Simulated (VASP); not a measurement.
# Na (Im-3m) in VASP: settings compared

Aim: see how the results for Na move with the level of theory and the settings. Levels: PBE+D3(BJ), PBE+D4, PBE. Tasks: single point, relaxation of cell and atoms.

Everything below comes from runs of VASP 6.6.1. Logs are shortened: lines on timing, memory, paths and dates and some standing lists are left out, and cuts for length are marked.

## Step 1: The cell of the first run

The structure is cubic, space group Im-3m (No. 229). The conventional cell has a = 4.282 Å, b = 4.282 Å, c = 4.282 Å, α = 90.00°, β = 90.00°, γ = 90.00°. Within 4.9 Å of Na (site symmetry m-3m) lie 14 Na at 3.71 to 4.28 Å.

## Step 2: Single point, PBE+D3(BJ)

Contents of INCAR:

```
PREC = Accurate ; ENCUT = 520
EDIFF = 1E-7 ; ISMEAR = -1
SIGMA = 0.05 ; LREAL = F
LASPH = T ; NELM = 60
ALGO = Normal ; ISIF = 2
LWAVE = F ; LCHARG = F
GGA = PE ; IVDW = 12
NBANDS = 10
```

Contents of KPOINTS:

```
regular mesh
0
Gamma
  9 9 9
```

Contents of POSCAR:

```
Na
1.0
   -2.1410000000      2.1410000000      2.1410000000
    2.1410000000     -2.1410000000      2.1410000000
    2.1410000000      2.1410000000     -2.1410000000
Na
1
Direct
    0.0000000000      0.0000000000      0.0000000000
```

Potentials or basis: VASP PAW PBE potentials, release 64 (Na_pv).

Launch:

```sh
$ cat potpaw_PBE.64/Na_pv/POTCAR > POTCAR
$ mpirun -np 1 vasp_std > vasp.out
```

OUTCAR:

```text
PREC = Accurate
   ENCUT = 520
   EDIFF = 1E-7
   ISMEAR = -1
   LREAL = F
   LASPH = T
   NELM = 60
   ISIF = 2
   GGA = PE
   IVDW = 12
 IVDW          = 12

 ion  position               nearest neighbor table
   1  0.000  0.000  0.000-

  LATTYP: Found a body centered cubic cell.
 ALAT       =     4.2820000000

  Lattice vectors:

 A1 = (  -2.1410000000,   2.1410000000,   2.1410000000)
 A2 = (   2.1410000000,  -2.1410000000,   2.1410000000)
 A3 = (   2.1410000000,   2.1410000000,  -2.1410000000)

Analysis of symmetry for initial positions (statically):
=====================================================================
 Subroutine PRICEL returns:
 Original cell was already a primitive cell.

 Routine SETGRP: Setting up the symmetry group for a
 body centered cubic supercell.

 Subroutine GETGRP returns: Found 48 space group operations
[... 9 lines left out ...]

 Routine SETGRP: Setting up the symmetry group for a
 body centered cubic supercell.

 Subroutine GETGRP returns: Found 48 space group operations
[... 11 lines left out ...]
                                     Primitive cell

  volume of cell :      39.2564

  direct lattice vectors                    reciprocal lattice vectors
    -2.141000000  2.141000000  2.141000000     0.000000000  0.233535731  0.233535731
     2.141000000 -2.141000000  2.141000000     0.233535731  0.000000000  0.233535731
     2.141000000  2.141000000 -2.141000000     0.233535731  0.233535731  0.000000000

  length of vectors
     3.708320779  3.708320779  3.708320779     0.330269398  0.330269398  0.330269398

  position of ions in fractional coordinates (direct lattice)
     0.000000000  0.000000000  0.000000000

  ion indices of the primitive-cell ions
   primitive index   ion index
                 1           1

----------------------------------------------------------------------------------------

 KPOINTS: regular mesh

Automatic generation of k-mesh.
 Grid dimensions read from file:
 generate k-points for:    9    9    9

 Generating k-lattice:

  Cartesian coordinates                     Fractional coordinates (reciprocal lattice)
     0.000000000  0.025948415  0.025948415     0.111111111  0.000000000  0.000000000
     0.025948415  0.000000000  0.025948415     0.000000000  0.111111111  0.000000000
     0.025948415  0.025948415  0.000000000     0.000000000  0.000000000  0.111111111

  Length of vectors
     0.036696600  0.036696600  0.036696600

  Shift w.r.t. Gamma in fractional coordinates (k-lattice)
     0.000000000  0.000000000  0.000000000

 Subroutine IBZKPT returns following result:
 ===========================================

 Found     35 irreducible k-points:

 Following reciprocal coordinates:
            Coordinates               Weight
  0.000000  0.000000  0.000000      1.000000
  0.111111  0.000000  0.000000     12.000000
  0.222222  0.000000  0.000000     12.000000
  0.333333  0.000000  0.000000     12.000000
  0.444444  0.000000  0.000000     12.000000
  0.111111  0.111111  0.000000     24.000000
[... 16 lines left out ...]
 -0.333333  0.444444  0.111111     48.000000
 -0.444444 -0.444444  0.111111     24.000000
 [... further k-points ...]
   k-points           NKPTS =     35   k-points in BZ     NKDIM =     35   number of bands    NBANDS=     10
   number of dos      NEDOS =    301   number of ions     NIONS =      1
   total plane-waves  NPLWV =  21952
   dimension x,y,z NGX =    28 NGY =   28 NGZ =   28
   dimension x,y,z NGXF=    56 NGYF=   56 NGZF=   56
   ions per type =               1
   NGX,Y,Z   is equivalent  to a cutoff of  12.55, 12.55, 12.55 a.u.
   NGXF,Y,Z  is equivalent  to a cutoff of  25.11, 25.11, 25.11 a.u.
 SYSTEM =  unknown system
   PREC   = accura    normal or accurate (medium, high low for compatibility)
   ISTART =      0    job   : 0-new  1-cont  2-samecut
   ICHARG =      2    charge: 1-file 2-atom 10-const
   ISPIN  =      1    spin polarized calculation?
   LNONCOLLINEAR =      F non collinear calculations
   LSORBIT =      F    spin-orbit coupling
   LASPH  =      T    aspherical Exc in radial PAW
   ENCUT  =  520.0 eV  38.22 Ry    6.18 a.u.   6.90  6.90  6.90*2*pi/ulx,y,z
   NELM   =     60;   NELMIN=  2; NELMDL= -5     # of ELM steps
   EDIFF  = 0.1E-06   stopping-criterion for ELM
   LREAL  =      F    real-space projection
   EDIFFG = 0.1E-05   stopping-criterion for IOM
   NSW    =      0    number of steps for IOM
   IBRION =     -1    ionic relax: 0-MD 1-quasi-New 2-CG
   NFREE  =      0    steps in history (QN), initial steepest desc. (CG)
   ISIF   =      2    stress and relaxation
   ISYM   =      2    0-nonsym 1-usesym 2-fastsym
   POTIM  = 0.5000    time-step for ionic-motion
   TEBEG  =    0.0;   TEEND  =   0.0 temperature during run
   PSTRESS=    0.0 pullay stress
   NELECT =       7.0000    total number of electrons
   NUPDOWN=      -1.0000    fix difference up-down
   EMIN   =  10.00;   EMAX   =-10.00  energy-range for DOS
   EFERMI =   0.00;   METHOD = LEGACY
   ISMEAR =    -1;   SIGMA  =   0.05  broadening in eV -4-tet -1-fermi 0-gaus
   EFERMI_NEDOS =   21; number of points for ismear=-14 and -15
   IALGO  =     38    algorithm
   IMIX   =      4    mixing-type and parameters
     AMIX     =   0.40;   BMIX     =  1.00
     AMIX_MAG =   1.60;   BMIX_MAG =  1.00
  volume/ion in A,a.u.               =      39.26       264.91
  Fermi-wavevector in a.u.,A,eV,Ry     =   0.921448  1.741284 11.552251  0.849066
  Thomas-Fermi vector in A             =   2.046866
   LORBIT       =      0    0 simple, 1 ext, 2 COOP (PROOUT), +10 PAW based schemes
   GGA     = PE    functional components
   LHFCALC =     F    Hartree Fock is set to
   AEXX    =    0.0000 exact exchange contribution
   IVDW    =    12    specifies the selected vdW correction
   LEPSILON=     F    determine dielectric tensor
   LRPA    =     F    only Hartree local field effects (RPA)
 non-spin polarized calculation
  energy-cutoff  :      520.00
  volume of cell :       39.26
 maximum number of plane-waves:      1075
   NGX = 13   NGY = 13   NGZ = 13

 number of electron       7.0000011 magnetization

 Free energy of the ion-electron system (eV)
  ---------------------------------------------------
  ext. energy  EPLUGINS =         0.00000000
  ---------------------------------------------------
  free energy    TOTEN  =        -1.31456418 eV

  energy without entropy =       -1.31128182  energy(sigma->0) =       -1.31292300

 E-fermi :   0.1574     XC(G=0):  -6.3551

 val. band max:        0.0615496389   @ k =  -0.3333   0.4444   0.1111
 cond. band min:       0.2538281564   @ k =   0.4444   0.0000   0.0000
 fundamental gap:      0.1922785175
 Fermi energy:         0.1573920814

 k-point     1 :       0.0000    0.0000    0.0000
  band No.  band energies     occupation
      1     -24.7786      2.00000
      2     -24.7786      2.00000
      3     -24.7786      2.00000
      4      -2.9901      2.00000
      5      11.5350      0.00000
      6      11.5350      0.00000
      7      11.5350      0.00000
      8      12.5038      0.00000
      9      12.5038      0.00000
     10      13.0365      0.00000

 k-point     2 :       0.1111    0.0000    0.0000
  band No.  band energies     occupation
      1     -24.7820      2.00000
      2     -24.7798      2.00000
      3     -24.7786      2.00000
      4      -2.7812      2.00000
      5       9.3595      0.00000
      6      10.5185      0.00000
      7      10.8164      0.00000
      8      11.3112      0.00000
      9      11.8256      0.00000
     10      13.2641      0.00000

 k-point     3 :       0.2222    0.0000    0.0000
  band No.  band energies     occupation
      1     -24.7906      2.00000
      2     -24.7827      2.00000
      3     -24.7786      2.00000
      4      -2.1594      2.00000
      5       6.6232      0.00000
      6       9.3754      0.00000
      7       9.9201      0.00000
      8      10.2296      0.00000
      9      11.1696      0.00000
     10      13.7534      0.00000

 k-point     4 :       0.3333    0.0000    0.0000
  band No.  band energies     occupation
      1     -24.8003      2.00000
      2     -24.7861      2.00000
      3     -24.7785      2.00000
      4      -1.1384      2.00000
      5       4.1778      0.00000
      6       8.5885      0.00000
      7       9.2953      0.00000
      8       9.5076      0.00000
      9      10.5234      0.00000
     10      14.5830      0.00000

 k-point     5 :       0.4444    0.0000    0.0000
  band No.  band energies     occupation
      1     -24.8066      2.00000
      2     -24.7882      2.00000
      3     -24.7785      2.00000
      4       0.2538      0.25378
      5       2.0736      0.00000
      6       8.1919      0.00000
      7       8.9808      0.00000
      8       9.1476      0.00000
      9      10.1550      0.00000
     10      15.5468      0.00000

 k-point     6 :       0.1111    0.1111    0.0000
  band No.  band energies     occupation
      1     -24.7880      2.00000
      2     -24.7810      2.00000
      3     -24.7794      2.00000
      4      -2.3659      2.00000
      5       7.8601      0.00000
      6       8.3593      0.00000
      7       9.9670      0.00000
      8      11.3021      0.00000
      9      12.0028      0.00000
     10      13.5197      0.00000

 k-point     7 :       0.2222    0.1111   -0.0000
  band No.  band energies     occupation
      1     -24.7964      2.00000
      2     -24.7846      2.00000
      3     -24.7797      2.00000
      4      -1.5445      2.00000
      5       5.4727      0.00000
      6       7.2416      0.00000
      7       9.1162      0.00000
      8      10.7159      0.00000
      9      12.2060      0.00000
     10      13.1088      0.00000

 k-point     8 :       0.3333    0.1111    0.0000
  band No.  band energies     occupation
      1     -24.8036      2.00000
      2     -24.7881      2.00000
      3     -24.7798      2.00000
      4      -0.3356      1.99990
      5       3.2171      0.00000
      6       6.6593      0.00000
      7       8.5825      0.00000
      8      10.2013      0.00000
      9      12.0229      0.00000
     10      13.8084      0.00000

 k-point     9 :       0.4444    0.1111   -0.0000
  band No.  band energies     occupation
      1     -24.8063      2.00000
      2     -24.7895      2.00000
      3     -24.7798      2.00000
      4       1.0534      0.00000
      5       1.4763      0.00000
      6       6.4666      0.00000
      7       8.4019      0.00000
      8      10.0218      0.00000
      9      11.8830      0.00000
     10      14.7324      0.00000
[... 118 lines left out ...]
 k-point    19 :      -0.2222    0.2222    0.1111
  band No.  band energies     occupation
      1     -24.7905      2.00000
      2     -24.7839      2.00000
      3     -24.7814      2.00000
      4      -1.9537      2.00000
      5       6.7745      0.00000
      6       8.1792      0.00000
      7       8.9883      0.00000
      8      10.6655      0.00000
      9      11.4501      0.00000
     10      12.8687      0.00000

 k-point    20 :      -0.3333    0.3333    0.1111
  band No.  band energies     occupation
      1     -24.7997      2.00000
      2     -24.7873      2.00000
      3     -24.7812      2.00000
      4      -0.9364      2.00000
      5       4.3594      0.00000
      6       7.4515      0.00000
      7       8.3399      0.00000
      8      10.8026      0.00000
      9      11.2828      0.00000
     10      12.3096      0.00000

 k-point    21 :      -0.2222    0.3333    0.1111
  band No.  band energies     occupation
      1     -24.7965      2.00000
      2     -24.7874      2.00000
      3     -24.7831      2.00000
      4      -1.1383      2.00000
      5       5.5827      0.00000
      6       6.2300      0.00000
      7       9.0296      0.00000
      8      10.0545      0.00000
      9      11.1064      0.00000
     10      14.4240      0.00000

 k-point    22 :      -0.4444    0.4444    0.1111
  band No.  band energies     occupation
      1     -24.8058      2.00000
      2     -24.7895      2.00000
      3     -24.7810      2.00000
      4       0.4500      0.00574
      5       2.2677      0.00000
      6       7.0863      0.00000
      7       7.9733      0.00000
      8      10.4628      0.00000
      9      11.5193      0.00000
     10      12.8046      0.00000

 k-point    23 :      -0.3333    0.4444    0.1111
  band No.  band energies     occupation
      1     -24.8024      2.00000
      2     -24.7912      2.00000
      3     -24.7833      2.00000
      4       0.0615      1.74357
      5       3.5760      0.00000
      6       5.4251      0.00000
      7       8.8408      0.00000
      8      10.4556      0.00000
      9      10.8588      0.00000
     10      13.6247      0.00000

 k-point    24 :      -0.4444   -0.4444    0.1111
  band No.  band energies     occupation
      1     -24.8047      2.00000
      2     -24.7927      2.00000
      3     -24.7832      2.00000
      4       1.4273      0.00000
      5       1.8754      0.00000
      6       5.2173      0.00000
      7       8.6949      0.00000
      8      10.3628      0.00000
      9      11.7242      0.00000
     10      12.6018      0.00000

 [... further k-points ...]

------------------------ aborting loop because EDIFF is reached ----------------------------------------

 Edisp (eV)   -0.14594

 E8    (eV) :    -0.0715

  FORCE on cell =-STRESS in cart. coord.  units (eV):
  Direction    XX          YY          ZZ          XY          YZ          ZX
  --------------------------------------------------------------------------------------
  -------------------------------------------------------------------------------------
  Total      -0.24755    -0.24755    -0.24755     0.00000    -0.00000     0.00000
  in kB     -10.10348   -10.10348   -10.10348     0.00000    -0.00000     0.00000
  external pressure =      -10.10 kB  Pullay stress =        0.00 kB

 VOLUME and BASIS-vectors are now :
 -----------------------------------------------------------------------------
  energy-cutoff  :      520.00
  volume of cell :       39.26
      direct lattice vectors                 reciprocal lattice vectors
    -2.141000000  2.141000000  2.141000000     0.000000000  0.233535731  0.233535731
     2.141000000 -2.141000000  2.141000000     0.233535731  0.000000000  0.233535731
     2.141000000  2.141000000 -2.141000000     0.233535731  0.233535731  0.000000000

 POSITION                                       TOTAL-FORCE (eV/Angst)
 -----------------------------------------------------------------------------------
      0.00000      0.00000      0.00000         0.000000     -0.000000      0.000000
 -----------------------------------------------------------------------------------
    total drift:                                0.000000     -0.000000      0.000000

  FREE ENERGIE OF THE ION-ELECTRON SYSTEM (eV)
  ---------------------------------------------------
  free  energy   TOTEN  =        -1.4605025766 eV

  energy  without entropy=       -1.4572202201  energy(sigma->0) =       -1.45886140
```

Run time: 10 s. Hardware: 1 thread of AMD EPYC 7R13 (Zen 3), shared host; peak memory 0.13 GiB.

Results:

```
Free energy                : -1.4605 eV
Pressure                   : -1.0 GPa
Dispersion energy per atom : -0.146 eV
```

Levels at points of the mesh, in eV from the Fermi level:
| k point | band 1 | band 2 | band 3 | band 4 | band 5 | band 6 |
| --- | --- | --- | --- | --- | --- | --- |
| (0.00, 0.00, 0.00) | -24.94 | -24.94 | -24.94 | -3.15 | 11.38 | 11.38 |

Caveat: three body term missing; pairwise dispersion overbinds metals, which lowers pressure and volume.

## Step 3: Relaxation of cell and atoms, PBE+D3(BJ)

Contents of INCAR:

```
ALGO = Normal ; EDIFF = 1E-7
EDIFFG = -0.01 ; ENCUT = 600
GGA = PE ; IBRION = 2
ISIF = 3 ; ISMEAR = -1
IVDW = 12 ; LASPH = True
LCHARG = False ; LREAL = False
LWAVE = False ; NELM = 100
NSW = 60 ; PREC = Accurate
SIGMA = 0.05
```

Contents of KPOINTS:

```
k-points
0
Gamma
  9 9 9
```

POSCAR is that of step 2.

Potentials or basis: VASP PAW PBE potentials, release 64 (Na_pv).

Launch:

```sh
$ cat potpaw_PBE.64/Na_pv/POTCAR > POTCAR
$ mpirun -np 1 vasp_std > vasp.out
```

Wall time 24 s (1 thread of AMD EPYC 7R13 (Zen 3), shared host); peak memory 0.14 GiB.

Results (log left out):

| Property | Result |
| --- | --- |
| Free energy | -1.4793 eV |
| Relaxed volume | 34.04 Å³/atom |
| Relaxed cell | a = 3.536 Å, b = 3.536 Å, c = 3.536 Å, α = 109.47°, β = 109.47°, γ = 109.47° |
| Space group after relaxing (to 0.05 Å) | Im-3m (No. 229) |
| Energy gained by relaxing | 18.8 meV/atom |
| Ionic steps | 3 |
| Pressure after relaxing | 0.0 GPa |
| Dispersion energy per atom | -0.167 eV |

The path:
| step | energy change (eV) | largest force (eV/Å) | pressure (GPa) | volume (Å³) |
| --- | --- | --- | --- | --- |
| 1 | 0.0000 | 0.0000 | -1.00 | 39.26 |
| 2 | -0.0078 | 0.0000 | -0.82 | 37.88 |
| 3 | -0.0188 | 0.0000 | -0.04 | 34.04 |

Final structure:
```
Na
1.0
    -2.04154    2.04154    2.04154
     2.04154   -2.04154    2.04154
     2.04154    2.04154   -2.04154
Na
1
Cartesian
  0.0000 0.0000 0.0000
```

Levels at points of the mesh, in eV from the Fermi level:
```tsv
k point	band 1	band 2	band 3	band 4	band 5	band 6	band 7
(0.00, 0.00, 0.00)	-24.83	-24.83	-24.83	-3.45	12.31	12.31	12.31
```

Caveat: the volume moved by -13 % from the deposited cell, more than functionals usually miss; pairwise dispersion overbinds metals, which lowers pressure and volume.

## Step 4: Relaxation of cell and atoms, PBE+D4

Contents of INCAR:

```
SYSTEM = Na
PREC = Accurate
ENCUT = 600
EDIFF = 1E-6
ISMEAR = -1
SIGMA = 0.05
LREAL = .FALSE.
LASPH = .TRUE.
NELM = 80
ALGO = Fast
ISIF = 3
LWAVE = .FALSE.
LCHARG = .FALSE.
GGA = PE
IVDW = 13
IBRION = 2
NSW = 60
EDIFFG = -0.01
```

Contents of KPOINTS:

```
Automatic mesh
0
G
  9 9 9
  0 0 0
```

POSCAR is that of step 3.

Launch:

```sh
$ cat potpaw_PBE.64/Na_pv/POTCAR > POTCAR
$ mpirun -np 1 vasp_std > vasp.out
```

Run time: 45 s. Hardware: 1 thread of AMD EPYC 7R13 (Zen 3), shared host; peak memory 0.13 GiB.

It converged, with:

| Quantity | Value |
| --- | --- |
| Free energy | -1.3318 eV |
| Relaxed volume | 36.57 Å³/atom |
| Relaxed cell | a = 3.622 Å, b = 3.622 Å, c = 3.622 Å, α = 109.47°, β = 109.47°, γ = 109.47° |
| Space group after relaxing (to 0.05 Å) | Im-3m (No. 229) |
| Energy gained by relaxing | 4.2 meV/atom |
| Ionic steps | 7 |
| Pressure after relaxing | 0.0 GPa |
| Dispersion energy per atom | -0.014 eV |

The path:
```tsv
step	energy change (eV)	largest force (eV/Å)	pressure (GPa)	volume (Å³)
1	0.0000	0.0000	-0.47	39.26
2	-0.0018	0.0000	-0.34	38.60
3	-0.0029	0.0000	-0.26	38.05
4	-0.0041	0.0000	-0.20	36.95
5	-0.0019	0.0000	0.50	34.82
6	-0.0041	0.0000	0.14	36.31
7	-0.0042	0.0000	0.02	36.57
```

Final structure:
```xyz
1
Lattice="-2.0910 2.0910 2.0910 2.0910 -2.0910 2.0910 2.0910 2.0910 -2.0910" Properties=species:S:1:pos:R:3 pbc="T T T"
Na    0.0000    0.0000    0.0000
```

Levels at points of the mesh, in eV from the Fermi level:
```tsv
k point	band 1	band 2	band 3	band 4	band 5	band 6
(0.00, 0.00, 0.00)	-24.88	-24.88	-24.88	-3.29	11.84	11.84
```

Caveat: pairwise dispersion overbinds metals, which lowers pressure and volume.

(Continued in part 2 of 2.)
